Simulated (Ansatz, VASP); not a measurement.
# LaLuAs2 in VASP and in Ansatz

```
La As Lu
1.0
     4.30609    0.00000    0.00000
     0.00000    4.30609    0.00000
     0.00000    0.00000    6.06884
La As Lu
1 2 1
Direct
  0.00000 0.00000 0.00000
  0.00000 0.00000 0.50000
  0.50000 0.50000 0.00000
  0.50000 0.50000 0.50000
```

Alike in both runs: task single point; functional r2SCAN; k mesh 6 × 6 × 4; occupations fermi-dirac, width 0.02 eV; no spin polarisation.

|  | VASP | Ansatz |
| --- | --- | --- |
| version | VASP 6.6.1 | Ansatz 0.2.0 |
| potentials or method | VASP PAW PBE potentials, release 64 (La, As_d, Lu) | plane waves, PAW |
| plane-wave cutoff (eV) | 560 | 500 |
| valence electrons in the cell | 66 | 66 |

|  | VASP | Ansatz | Ansatz less VASP |
| --- | --- | --- | --- |
| pressure (GPa) | -3.9 | -3.9 | +0.01 |

VASP's potentials were made for PBE, not for r2SCAN. The functional is the same, so the differences come from potentials, cutoffs and numerics.

Spin-orbit coupling is off throughout.
